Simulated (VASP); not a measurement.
# Hf (P6_3/mmc) in VASP: single point with PBE

Aim: the single point of Hf with PBE.

Program: VASP 6.6.1. These are calculated values, not measurements. Logs are shortened: lines on timing, memory, paths and dates and some standing lists are left out, and cuts for length are marked.

### Step 1. The cell of the first run

It takes space group P6_3/mmc (No. 194, hexagonal). Conventional cell: a = 3.205 Å, b = 3.205 Å, c = 5.068 Å, α = 90.00°, β = 90.00°, γ = 120.00°. Hf (site symmetry -6m2) has 12 Hf at 3.14 to 3.20 Å within 4.1 Å.

### Step 2. Single point, PBE

Input file INCAR:

```
ALGO = Fast
EDIFF = 1E-7
ENCUT = 520
GGA = PE
ISIF = 2
ISMEAR = 0
LASPH = True
LCHARG = True
LELF = True
LREAL = False
LVHAR = True
LWAVE = False
NBANDS = 17
NELM = 80
PREC = Accurate
SIGMA = 0.1
```

Input file KPOINTS:

```
k-points
0
Gamma
  18 18 8
```

Input file POSCAR:

```
Hf
1.0
    3.2046131993      0.0000000000      0.0000000000
   -1.6023065996      2.7752764399      0.0000000000
    0.0000000000      0.0000000000      5.0684728175
Hf
2
Direct
    0.3333333333      0.6666666667      0.2500000000
    0.6666666667      0.3333333333      0.7500000000
```

Potentials or basis: VASP PAW PBE potentials, release 64 (Hf_pv).

Launch:

```bash
$ cat potpaw_PBE.64/Hf_pv/POTCAR > POTCAR
$ mpirun -np 1 vasp_std > vasp.out
```

OUTCAR:

```text
EDIFF = 1E-7
   ENCUT = 520
   GGA = PE
   ISIF = 2
   ISMEAR = 0
   LASPH = True
   LREAL = False
   NELM = 80
   PREC = Accurate

 ion  position               nearest neighbor table
   1  0.333  0.667  0.250-   2 3.14   2 3.14   2 3.14   2 3.14   2 3.14   2 3.14
   2  0.667  0.333  0.750-   1 3.14   1 3.14   1 3.14   1 3.14   1 3.14   1 3.14

  LATTYP: Found a hexagonal cell.
 ALAT       =     3.2046131993
 C/A-ratio  =     1.5816176563

  Lattice vectors:

 A1 = (   3.2046131993,   0.0000000000,   0.0000000000)
 A2 = (  -1.6023065996,   2.7752764399,   0.0000000000)
 A3 = (   0.0000000000,   0.0000000000,   5.0684728175)

Analysis of symmetry for initial positions (statically):
=====================================================================
 Subroutine PRICEL returns:
 Original cell was already a primitive cell.

 Routine SETGRP: Setting up the symmetry group for a
 hexagonal supercell.

 Subroutine GETGRP returns: Found 24 space group operations
 (whereof 12 operations were pure point group operations)
 out of a pool of 24 trial point group operations.

The static configuration has the point symmetry D_3d.
 The point group associated with its full space group is D_6h.

Analysis of symmetry for dynamics (positions and initial velocities):
=====================================================================
 Subroutine PRICEL returns:
 Original cell was already a primitive cell.

 Routine SETGRP: Setting up the symmetry group for a
 hexagonal supercell.

 Subroutine GETGRP returns: Found 24 space group operations
 (whereof 12 operations were pure point group operations)
 out of a pool of 24 trial point group operations.

The dynamic configuration has the point symmetry D_3d.
 The point group associated with its full space group is D_6h.

 Subroutine INISYM returns: Found 24 space group operations
 (whereof 12 operations are pure point group operations),
 and found     1 'primitive' translations

----------------------------------------------------------------------------------------

                                     Primitive cell

  volume of cell :      45.0774

  direct lattice vectors                    reciprocal lattice vectors
     3.204613199  0.000000000  0.000000000     0.312050141  0.180162233  0.000000000
    -1.602306600  2.775276440  0.000000000     0.000000000  0.360324466  0.000000000
     0.000000000  0.000000000  5.068472818     0.000000000  0.000000000  0.197298089

  length of vectors
     3.204613199  3.204613199  5.068472818     0.360324466  0.360324466  0.197298089

  position of ions in fractional coordinates (direct lattice)
     0.333333333  0.666666667  0.250000000
     0.666666667  0.333333333  0.750000000

  ion indices of the primitive-cell ions
   primitive index   ion index
                 1           1
                 2           2

----------------------------------------------------------------------------------------

 KPOINTS: k-points

Automatic generation of k-mesh.
 Grid dimensions read from file:
 generate k-points for:   18   18    8

 Generating k-lattice:

  Cartesian coordinates                     Fractional coordinates (reciprocal lattice)
     0.017336119  0.010009013  0.000000000     0.055555556  0.000000000  0.000000000
     0.000000000  0.020018026  0.000000000     0.000000000  0.055555556  0.000000000
     0.000000000  0.000000000  0.024662261     0.000000000  0.000000000  0.125000000

  Length of vectors
     0.020018026  0.020018026  0.024662261

  Shift w.r.t. Gamma in fractional coordinates (k-lattice)
     0.000000000  0.000000000  0.000000000

 Subroutine IBZKPT returns following result:
 ===========================================

 Found    185 irreducible k-points:

 Following reciprocal coordinates:
            Coordinates               Weight
  0.000000  0.000000  0.000000      1.000000
  0.055556  0.000000  0.000000      6.000000
  0.111111  0.000000  0.000000      6.000000
  0.166667  0.000000  0.000000      6.000000
  0.222222  0.000000  0.000000      6.000000
  0.277778  0.000000  0.000000      6.000000
[... 16 lines left out ...]
  0.333333  0.111111  0.000000     12.000000
  0.388889  0.111111  0.000000     12.000000
 [... further k-points ...]
   k-points           NKPTS =    185   k-points in BZ     NKDIM =    185   number of bands    NBANDS=     17
   number of dos      NEDOS =    301   number of ions     NIONS =      2
   total plane-waves  NPLWV =  23040
   dimension x,y,z NGX =    24 NGY =   24 NGZ =   40
   dimension x,y,z NGXF=    48 NGYF=   48 NGZF=   80
   ions per type =               2
   NGX,Y,Z   is equivalent  to a cutoff of  12.45, 12.45, 13.12 a.u.
   NGXF,Y,Z  is equivalent  to a cutoff of  24.90, 24.90, 26.24 a.u.
 SYSTEM =  unknown system
   PREC   = accura    normal or accurate (medium, high low for compatibility)
   ISTART =      0    job   : 0-new  1-cont  2-samecut
   ICHARG =      2    charge: 1-file 2-atom 10-const
   ISPIN  =      1    spin polarized calculation?
   LNONCOLLINEAR =      F non collinear calculations
   LSORBIT =      F    spin-orbit coupling
   LASPH  =      T    aspherical Exc in radial PAW
   ENCUT  =  520.0 eV  38.22 Ry    6.18 a.u.   5.96  5.96  9.42*2*pi/ulx,y,z
   NELM   =     80;   NELMIN=  2; NELMDL= -5     # of ELM steps
   EDIFF  = 0.1E-06   stopping-criterion for ELM
   LREAL  =      F    real-space projection
   EDIFFG = 0.1E-05   stopping-criterion for IOM
   NSW    =      0    number of steps for IOM
   IBRION =     -1    ionic relax: 0-MD 1-quasi-New 2-CG
   NFREE  =      0    steps in history (QN), initial steepest desc. (CG)
   ISIF   =      2    stress and relaxation
   ISYM   =      2    0-nonsym 1-usesym 2-fastsym
   POTIM  = 0.5000    time-step for ionic-motion
   TEBEG  =    0.0;   TEEND  =   0.0 temperature during run
   PSTRESS=    0.0 pullay stress
   NELECT =      20.0000    total number of electrons
   NUPDOWN=      -1.0000    fix difference up-down
   EMIN   =  10.00;   EMAX   =-10.00  energy-range for DOS
   EFERMI =   0.00;   METHOD = LEGACY
   ISMEAR =     0;   SIGMA  =   0.10  broadening in eV -4-tet -1-fermi 0-gaus
   EFERMI_NEDOS =   21; number of points for ismear=-14 and -15
   IALGO  =     68    algorithm
   IMIX   =      4    mixing-type and parameters
     AMIX     =   0.40;   BMIX     =  1.00
     AMIX_MAG =   1.60;   BMIX_MAG =  1.00
  volume/ion in A,a.u.               =      22.54       152.10
  Fermi-wavevector in a.u.,A,eV,Ry     =   1.248624  2.359558 21.212340  1.559063
  Thomas-Fermi vector in A             =   2.382702
   LORBIT       =      0    0 simple, 1 ext, 2 COOP (PROOUT), +10 PAW based schemes
   GGA     = PE    functional components
   LHFCALC =     F    Hartree Fock is set to
   AEXX    =    0.0000 exact exchange contribution
   IVDW    =     0    specifies the selected vdW correction
   LEPSILON=     F    determine dielectric tensor
   LRPA    =     F    only Hartree local field effects (RPA)
 non-spin polarized calculation
 RMM-DIIS sequential band-by-band and
 Gauss-broadening in eV      SIGMA  =   0.10
  energy-cutoff  :      520.00
  volume of cell :       45.08
 maximum number of plane-waves:      1236
 NGX is ok and might be reduce to    24
   NGX = 11   NGY = 11   NGZ = 19

 number of electron      20.0000005 magnetization

 Free energy of the ion-electron system (eV)
  ---------------------------------------------------
  ext. energy  EPLUGINS =         0.00000000
  ---------------------------------------------------
  free energy    TOTEN  =       -19.85400718 eV

  energy without entropy =      -19.84705448  energy(sigma->0) =      -19.85053083

 E-fermi :   4.8782     XC(G=0): -11.2494

 val. band max:        4.8748115492   @ k =   0.2778   0.2778   0.2500
 cond. band min:       4.8916360978   @ k =   0.1667   0.0000   0.1250
 fundamental gap:      0.0168245486
 Fermi energy:         4.8782011081

 k-point     1 :       0.0000    0.0000    0.0000
  band No.  band energies     occupation
      1     -26.2151      2.00000
      2     -25.4895      2.00000
      3     -25.4895      2.00000
      4     -25.3692      2.00000
      5     -25.3645      2.00000
      6     -25.3645      2.00000
[... 9 lines left out ...]
     16       7.4862      0.00000
     17      10.1600      0.00000

 k-point     2 :       0.0556    0.0000    0.0000
  band No.  band energies     occupation
      1     -26.2072      2.00000
      2     -25.5062      2.00000
      3     -25.4951      2.00000
      4     -25.3822      2.00000
      5     -25.3728      2.00000
      6     -25.3667      2.00000
[... 9 lines left out ...]
     16       7.3950      0.00000
     17      10.2402      0.00000

 k-point     3 :       0.1111    0.0000    0.0000
  band No.  band energies     occupation
      1     -26.1842      2.00000
      2     -25.5543      2.00000
      3     -25.5111      2.00000
      4     -25.4326      2.00000
      5     -25.3836      2.00000
      6     -25.3733      2.00000
[... 9 lines left out ...]
     16       7.1873      0.00000
     17      10.4196      0.00000

 k-point     4 :       0.1667    0.0000    0.0000
  band No.  band energies     occupation
      1     -26.1474      2.00000
      2     -25.6281      2.00000
      3     -25.5350      2.00000
      4     -25.5080      2.00000
      5     -25.4016      2.00000
      6     -25.3841      2.00000
[... 9 lines left out ...]
     16       7.5868      0.00000
     17      10.6427      0.00000
[... 343 lines left out ...]
      1     -25.9645      2.00000
      2     -25.8954      2.00000
      3     -25.7964      2.00000
      4     -25.6305      2.00000
      5     -25.5075      2.00000
      6     -25.4658      2.00000
[... 9 lines left out ...]
     16      10.0584      0.00000
     17      10.9515      0.00000

 k-point    23 :       0.3333    0.1111    0.0000
  band No.  band energies     occupation
      1     -25.9641      2.00000
      2     -25.9064      2.00000
      3     -25.8423      2.00000
      4     -25.6650      2.00000
      5     -25.5477      2.00000
      6     -25.4814      2.00000
[... 9 lines left out ...]
     16      10.8479      0.00000
     17      11.0057      0.00000

 k-point    24 :       0.3889    0.1111    0.0000
  band No.  band energies     occupation
      1     -26.0086      2.00000
      2     -25.8721      2.00000
      3     -25.8594      2.00000
      4     -25.6873      2.00000
      5     -25.5830      2.00000
      6     -25.4915      2.00000
[... 9 lines left out ...]
     16      11.0350      0.00000
     17      11.5413      0.00000

 [... further k-points ...]
[... 5 lines left out ...]
  --------------------------------------------------------------------------------------
  -------------------------------------------------------------------------------------
  Total       -0.1217827     -0.1217827     -0.1477830     -0.0000000     -0.0000000      0.0000000
  in kB       -4.3284972     -4.3284972     -5.2526214     -0.0000000     -0.0000000      0.0000000
  external PRESSURE =      -4.6365386 kB  Pullay stress =       0.0000000 kB

 VOLUME and BASIS-vectors are now :
 -----------------------------------------------------------------------------
  energy-cutoff  :      520.00
  volume of cell :       45.08
      direct lattice vectors                 reciprocal lattice vectors
     3.204613199  0.000000000  0.000000000     0.312050141  0.180162233  0.000000000
    -1.602306600  2.775276440  0.000000000     0.000000000  0.360324466  0.000000000
     0.000000000  0.000000000  5.068472818     0.000000000  0.000000000  0.197298089

 POSITION                                       TOTAL-FORCE (eV/Angst)
 -----------------------------------------------------------------------------------
     -0.00000      1.85018      1.26712         0.000000     -0.000000      0.000000
      1.60231      0.92509      3.80135        -0.000000      0.000000      0.000000
 -----------------------------------------------------------------------------------
    total drift:                               -0.000000      0.000000     -0.000000

  FREE ENERGIE OF THE ION-ELECTRON SYSTEM (eV)
  ---------------------------------------------------
  free  energy   TOTEN  =       -19.8540071773 eV

  energy  without entropy=      -19.8470544794  energy(sigma->0) =      -19.85053083
```

Wall time 84 s (1 thread of Intel Xeon Platinum 8375C at 2.90GHz (Ice Lake), shared host); peak memory 0.25 GiB.

Results:

* Free energy: -19.8540 eV
* Pressure: -0.5 GPa
* Band gap on the k mesh: zero (bands 10 and 11 overlap by 1.59 eV)

Caveat: spin-orbit coupling is left out, which moves the levels of the heavy elements.
